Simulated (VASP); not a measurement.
# SnS2 (P-3m1) in VASP: notebook

The runs below take SnS2 through single point, relaxation of cell and atoms, with r2SCAN+D4, PBE.

Program: VASP 6.6.1. These are calculated values, not measurements. Logs are shortened: lines on timing, memory, paths and dates and some standing lists are left out, and cuts for length are marked.

### 1 The cell of the first run

It takes space group P-3m1 (No. 164, trigonal). Conventional cell: a = 3.664 Å, b = 3.664 Å, c = 6.004 Å, α = 90.00°, β = 90.00°, γ = 120.00°. Sn (site symmetry -3m) has 6 S at 2.57 Å within 3.4 Å. S (site symmetry 3m) has 3 Sn at 2.57 Å within 3.4 Å.

### 2 Single point, r2SCAN+D4

POSCAR

```
SnS2
1.0
    3.6641305684      0.0000000000      0.0000000000
   -1.8320652842      3.1732301551      0.0000000000
    0.0000000000      0.0000000000      6.0044746661
Sn S
1 2
Direct
    0.0000000000      0.0000000000      0.0000000000
    0.3333333333      0.6666666667      0.2433916886
    0.6666666667      0.3333333333      0.7566083114
```

INCAR.step1

```
SYSTEM = SnS2
PREC = Accurate
ENCUT = 550
ISMEAR = 0
SIGMA = 0.01
LREAL = .FALSE.
LASPH = .TRUE.
NELM = 120
NBANDS = 20
GGA = PE
ALGO = Normal
EDIFF = 1E-5
LWAVE = .TRUE.
LCHARG = .FALSE.
GGA_COMPAT = .FALSE.
```

INCAR.step2

```
SYSTEM = SnS2
PREC = Accurate
ENCUT = 550
EDIFF = 1E-6
ISMEAR = 0
SIGMA = 0.01
LREAL = .FALSE.
LASPH = .TRUE.
NELM = 120
ALGO = Normal
ISIF = 2
LWAVE = .FALSE.
LCHARG = .TRUE.
METAGGA = R2SCAN
LMIXTAU = .TRUE.
IVDW = 13
VDW_S6 = 1.0
VDW_S8 = 0.6018749
VDW_A1 = 0.51559235
VDW_A2 = 5.77342911
LELF = .TRUE.
LVHAR = .TRUE.
NBANDS = 20
ISTART = 1
GGA_COMPAT = .FALSE.
```

KPOINTS

```
Automatic mesh
0
G
  6 6 4
  0 0 0
```

Potentials or basis: VASP PAW PBE potentials, release 64 (Sn_d, S).

Started as:

```sh
> cat potpaw_PBE.64/Sn_d/POTCAR potpaw_PBE.64/S/POTCAR > POTCAR
> cp INCAR.step1 INCAR
> mpirun -np 1 vasp_std > vasp.out
> cp INCAR.step2 INCAR
> mpirun -np 1 vasp_std > vasp.out
```

OUTCAR:

```text
SYSTEM = SnS2
   PREC = Accurate
   ENCUT = 550
   EDIFF = 1E-6
   ISMEAR = 0
   LREAL = .FALSE.
   LASPH = .TRUE.
   NELM = 120
   ISIF = 2
   METAGGA = R2SCAN
   IVDW = 13
   ISTART = 1

 ion  position               nearest neighbor table
   1  0.000  0.000  0.000-   2 2.57   3 2.57   3 2.57   2 2.57   3 2.57   2 2.57
   2  0.333  0.667  0.243-   1 2.57   1 2.57   1 2.57
   3  0.667  0.333  0.757-   1 2.57   1 2.57   1 2.57

  LATTYP: Found a hexagonal cell.
 ALAT       =     3.6641305684
 C/A-ratio  =     1.6387174403

  Lattice vectors:

 A1 = (   3.6641305684,   0.0000000000,   0.0000000000)
 A2 = (  -1.8320652842,   3.1732301551,   0.0000000000)
 A3 = (   0.0000000000,   0.0000000000,   6.0044746661)

Analysis of symmetry for initial positions (statically):
=====================================================================
 Subroutine PRICEL returns:
 Original cell was already a primitive cell.

 Routine SETGRP: Setting up the symmetry group for a
 hexagonal supercell.

 Subroutine GETGRP returns: Found 12 space group operations
 (whereof 12 operations were pure point group operations)
 out of a pool of 24 trial point group operations.

The static configuration has the point symmetry D_3d.

Analysis of symmetry for dynamics (positions and initial velocities):
=====================================================================
 Subroutine PRICEL returns:
 Original cell was already a primitive cell.

 Routine SETGRP: Setting up the symmetry group for a
 hexagonal supercell.

 Subroutine GETGRP returns: Found 12 space group operations
 (whereof 12 operations were pure point group operations)
 out of a pool of 24 trial point group operations.

The dynamic configuration has the point symmetry D_3d.

 Subroutine INISYM returns: Found 12 space group operations
 (whereof 12 operations are pure point group operations),
 and found     1 'primitive' translations

----------------------------------------------------------------------------------------

                                     Primitive cell

  volume of cell :      69.8148

  direct lattice vectors                    reciprocal lattice vectors
     3.664130568  0.000000000  0.000000000     0.272916039  0.157568148  0.000000000
    -1.832065284  3.173230155  0.000000000     0.000000000  0.315136297  0.000000000
     0.000000000  0.000000000  6.004474666     0.000000000  0.000000000  0.166542463

  length of vectors
     3.664130568  3.664130568  6.004474666     0.315136297  0.315136297  0.166542463

  position of ions in fractional coordinates (direct lattice)
     0.000000000  0.000000000  0.000000000
     0.333333333  0.666666667  0.243391689
     0.666666667  0.333333333  0.756608311

  ion indices of the primitive-cell ions
   primitive index   ion index
                 1           1
                 2           2
                 3           3

----------------------------------------------------------------------------------------

 KPOINTS: Automatic mesh

Automatic generation of k-mesh.
 Grid dimensions read from file:
 generate k-points for:    6    6    4

 Generating k-lattice:

  Cartesian coordinates                     Fractional coordinates (reciprocal lattice)
     0.045486006  0.026261358  0.000000000     0.166666667 -0.000000000  0.000000000
     0.000000000  0.052522716  0.000000000     0.000000000  0.166666667  0.000000000
     0.000000000  0.000000000  0.041635616     0.000000000  0.000000000  0.250000000

  Length of vectors
     0.052522716  0.052522716  0.041635616

  Shift w.r.t. Gamma in fractional coordinates (k-lattice)
     0.000000000  0.000000000  0.000000000

 Subroutine IBZKPT returns following result:
 ===========================================

 Found     24 irreducible k-points:

 Following reciprocal coordinates:
            Coordinates               Weight
  0.000000  0.000000  0.000000      1.000000
  0.166667  0.000000  0.000000      6.000000
  0.333333  0.000000  0.000000      6.000000
  0.500000  0.000000  0.000000      3.000000
  0.166667  0.166667  0.000000      6.000000
  0.333333  0.166667  0.000000     12.000000
[... 16 lines left out ...]
  0.333333  0.166667  0.500000     12.000000
  0.333333  0.333333  0.500000      2.000000
   k-points           NKPTS =     24   k-points in BZ     NKDIM =     24   number of bands    NBANDS=     20
   number of dos      NEDOS =    301   number of ions     NIONS =      3
   total plane-waves  NPLWV =  37632
   dimension x,y,z NGX =    28 NGY =   28 NGZ =   48
   dimension x,y,z NGXF=    56 NGYF=   56 NGZF=   96
   ions per type =               1   2
   NGX,Y,Z   is equivalent  to a cutoff of  12.70, 12.70, 13.29 a.u.
   NGXF,Y,Z  is equivalent  to a cutoff of  25.41, 25.41, 26.58 a.u.
 SYSTEM =  SnS2
   PREC   = accura    normal or accurate (medium, high low for compatibility)
   ISTART =      1    job   : 0-new  1-cont  2-samecut
   ICHARG =      0    charge: 1-file 2-atom 10-const
   ISPIN  =      1    spin polarized calculation?
   LNONCOLLINEAR =      F non collinear calculations
   LSORBIT =      F    spin-orbit coupling
   LASPH  =      T    aspherical Exc in radial PAW
   ENCUT  =  550.0 eV  40.42 Ry    6.36 a.u.   7.01  7.01 11.48*2*pi/ulx,y,z
   NELM   =    120;   NELMIN=  2; NELMDL=  0     # of ELM steps
   EDIFF  = 0.1E-05   stopping-criterion for ELM
   LREAL  =      F    real-space projection
   EDIFFG = 0.1E-04   stopping-criterion for IOM
   NSW    =      0    number of steps for IOM
   IBRION =     -1    ionic relax: 0-MD 1-quasi-New 2-CG
   NFREE  =      0    steps in history (QN), initial steepest desc. (CG)
   ISIF   =      2    stress and relaxation
   ISYM   =      2    0-nonsym 1-usesym 2-fastsym
   POTIM  = 0.5000    time-step for ionic-motion
   TEBEG  =    0.0;   TEEND  =   0.0 temperature during run
   PSTRESS=    0.0 pullay stress
   NELECT =      26.0000    total number of electrons
   NUPDOWN=      -1.0000    fix difference up-down
   EMIN   =  10.00;   EMAX   =-10.00  energy-range for DOS
   EFERMI =   0.00;   METHOD = LEGACY
   ISMEAR =     0;   SIGMA  =   0.01  broadening in eV -4-tet -1-fermi 0-gaus
   EFERMI_NEDOS =   21; number of points for ismear=-14 and -15
   IALGO  =     38    algorithm
   IMIX   =      4    mixing-type and parameters
     AMIX     =   0.40;   BMIX     =  1.00
     AMIX_MAG =   1.60;   BMIX_MAG =  1.00
  volume/ion in A,a.u.               =      23.27       157.04
  Fermi-wavevector in a.u.,A,eV,Ry     =   1.177832  2.225780 18.875210  1.387289
  Thomas-Fermi vector in A             =   2.314172
   LORBIT       =      0    0 simple, 1 ext, 2 COOP (PROOUT), +10 PAW based schemes
   METAGGA = R2SCAN    functional components
   LHFCALC =     F    Hartree Fock is set to
   AEXX    =    0.0000 exact exchange contribution
   IVDW    =    13    specifies the selected vdW correction
   LEPSILON=     F    determine dielectric tensor
   LRPA    =     F    only Hartree local field effects (RPA)
 non-spin polarized calculation
 Gauss-broadening in eV      SIGMA  =   0.01
  energy-cutoff  :      550.00
  volume of cell :       69.81
 maximum number of plane-waves:      2057
   NGX = 13   NGY = 13   NGZ = 23

 number of electron      26.0000009 magnetization

 Free energy of the ion-electron system (eV)
  ---------------------------------------------------
  ext. energy  EPLUGINS =         0.00000000
  ---------------------------------------------------
  free energy    TOTEN  =       -42.22089028 eV

  energy without entropy =      -42.22089028  energy(sigma->0) =      -42.22089028

 E-fermi :   4.0818     XC(G=0): -10.0484

 val. band max:        4.0401217538   @ k =   0.0000   0.0000   0.0000
 cond. band min:       5.8956192520   @ k =   0.5000   0.0000   0.2500
 fundamental gap:      1.8554974982
 Fermi energy:         4.0818346297

 k-point     1 :       0.0000    0.0000    0.0000
  band No.  band energies     occupation
      1     -17.4722      2.00000
      2     -17.4722      2.00000
      3     -17.4064      2.00000
      4     -17.3837      2.00000
      5     -17.3837      2.00000
      6     -10.1777      2.00000
[... 12 lines left out ...]
     19      14.1504      0.00000
     20      14.1505      0.00000

 k-point     2 :       0.1667    0.0000    0.0000
  band No.  band energies     occupation
      1     -17.4932      2.00000
      2     -17.4596      2.00000
      3     -17.3977      2.00000
      4     -17.3886      2.00000
      5     -17.3798      2.00000
      6      -9.8647      2.00000
[... 12 lines left out ...]
     19      13.7238      0.00000
     20      14.4809      0.00000

 k-point     3 :       0.3333    0.0000    0.0000
  band No.  band energies     occupation
      1     -17.5393      2.00000
      2     -17.4445      2.00000
      3     -17.4109      2.00000
      4     -17.3632      2.00000
      5     -17.3613      2.00000
      6      -9.0160      2.00000
[... 12 lines left out ...]
     19      14.0398      0.00000
     20      14.9566      0.00000

 k-point     4 :       0.5000    0.0000    0.0000
  band No.  band energies     occupation
      1     -17.5630      2.00000
      2     -17.4417      2.00000
      3     -17.4181      2.00000
      4     -17.3490      2.00000
      5     -17.3470      2.00000
      6      -8.2601      2.00000
[... 12 lines left out ...]
     19      15.0537      0.00000
     20      15.6068      0.00000

 k-point     5 :       0.1667    0.1667    0.0000
  band No.  band energies     occupation
      1     -17.5173      2.00000
      2     -17.4569      2.00000
      3     -17.3987      2.00000
      4     -17.3856      2.00000
      5     -17.3609      2.00000
      6      -9.2760      2.00000
[... 12 lines left out ...]
     19      12.3250      0.00000
     20      15.2721      0.00000
[... 353 lines left out ...]
      6      -8.1810      2.00000
[... 12 lines left out ...]
     19      15.4722      0.00000
     20      16.3139      0.00000

 k-point    22 :       0.1667    0.1667    0.5000
  band No.  band energies     occupation
      1     -17.5175      2.00000
      2     -17.4569      2.00000
      3     -17.3987      2.00000
      4     -17.3855      2.00000
      5     -17.3608      2.00000
      6      -9.1502      2.00000
[... 12 lines left out ...]
     19      13.3567      0.00000
     20      14.4135      0.00000

 k-point    23 :       0.3333    0.1667    0.5000
  band No.  band energies     occupation
      1     -17.5403      2.00000
      2     -17.4611      2.00000
      3     -17.4048      2.00000
      4     -17.3658      2.00000
      5     -17.3483      2.00000
      6      -8.2559      2.00000
[... 12 lines left out ...]
     19      13.9244      0.00000
     20      14.8795      0.00000

 k-point    24 :       0.3333    0.3333    0.5000
  band No.  band energies     occupation
      1     -17.5041      2.00000
      2     -17.5041      2.00000
      3     -17.3794      2.00000
      4     -17.3794      2.00000
      5     -17.3547      2.00000
      6      -7.6680      2.00000
[... 12 lines left out ...]
     19      14.1602      0.00000
     20      14.2902      0.00000

------------------------ aborting loop because EDIFF is reached ----------------------------------------

  DFT-D4 for vdW energy calculation

  Edisp (eV):   -0.37928

  FORCE on cell =-STRESS in cart. coord.  units (eV):
  Direction    XX          YY          ZZ          XY          YZ          ZX
  --------------------------------------------------------------------------------------
  -------------------------------------------------------------------------------------
  Total      -0.03173    -0.03173    -0.03536     0.00000    -0.00000    -0.00000
  in kB      -0.72806    -0.72806    -0.81154     0.00000    -0.00000    -0.00000
  external pressure =       -0.76 kB  Pullay stress =        0.00 kB

 VOLUME and BASIS-vectors are now :
 -----------------------------------------------------------------------------
  energy-cutoff  :      550.00
  volume of cell :       69.81
      direct lattice vectors                 reciprocal lattice vectors
     3.664130568  0.000000000  0.000000000     0.272916039  0.157568148  0.000000000
    -1.832065284  3.173230155  0.000000000     0.000000000  0.315136297  0.000000000
     0.000000000  0.000000000  6.004474666     0.000000000  0.000000000  0.166542463

 POSITION                                       TOTAL-FORCE (eV/Angst)
 -----------------------------------------------------------------------------------
      0.00000      0.00000      0.00000        -0.000000      0.000000     -0.000000
     -0.00000      2.11549      1.46144         0.000000     -0.000000     -0.004942
      1.83207      1.05774      4.54304        -0.000000      0.000000      0.004942
 -----------------------------------------------------------------------------------
    total drift:                                0.000000     -0.000000      0.000000

  FREE ENERGIE OF THE ION-ELECTRON SYSTEM (eV)
  ---------------------------------------------------
  free  energy   TOTEN  =       -42.6001732241 eV

  energy  without entropy=      -42.6001732241  energy(sigma->0) =      -42.60017322
```

It took 5 min on 1 thread of Intel Xeon 8259CL, shared host; peak memory 0.21 GiB.

Results:

| Quantity | Value |
| --- | --- |
| Free energy | -42.6002 eV |
| Pressure | -0.1 GPa |
| Largest force | 0.005 eV/Å |
| Band gap on the k mesh | 1.86 eV (least direct gap 2.25 eV) |
| Dispersion energy per atom | -0.126 eV |

Forces in eV/Å, atoms in the order of the input:
```
Sn   0.000  0.000  0.000
S    0.000  0.000 -0.005
S    0.000  0.000  0.005
```

Caveat: the PAW data sets were made with another functional, which shifts forces and pressure a little; spin-orbit coupling is left out, which moves the levels of the heavy elements.

(Part 1 of 2 ends here.)
